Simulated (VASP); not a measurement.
Here is a VASP 6.6.1 calculation.

File INCAR:

```
PREC = Accurate ; ENCUT = 520
EDIFF = 1E-6 ; ISMEAR = -1
SIGMA = 0.05 ; LREAL = F
LASPH = T ; NELM = 150
ALGO = Fast ; ISIF = 2
LWAVE = F ; LCHARG = F
ISPIN = 2 ; MAGMOM = 7 0 0 0
LORBIT = 11 ; LMAXMIX = 6
GGA = PE ; NBANDS = 34
```

The input KPOINTS:

```
regular mesh
0
Gamma
  5 5 5
```

The input POSCAR:

```
K3Eu
1.0
    0.0000000000      5.1589722237      5.1589722237
    5.1589722237      0.0000000000      5.1589722237
    5.1589722237      5.1589722237      0.0000000000
Eu K
1 3
Direct
    0.0000000000      0.0000000000      0.0000000000
    0.5000000000      0.5000000000      0.5000000000
    0.7500000000      0.7500000000      0.7500000000
    0.2500000000      0.2500000000      0.2500000000
```

Potentials or basis: VASP PAW PBE potentials, release 64 (Eu, K_sv).

Run with:

```sh
$ cat potpaw_PBE.64/Eu/POTCAR potpaw_PBE.64/K_sv/POTCAR > POTCAR
$ mpirun -np 1 vasp_std > vasp.out
```

(1) What does it give for the pressure?

(2) What does it give for the site moments?

(3) What does it give for the net moment?

## Answers

(1) -0.2 GPa.

(2) Eu +6.77; K +0.01 μB.

(3) 7.60 μB per cell.
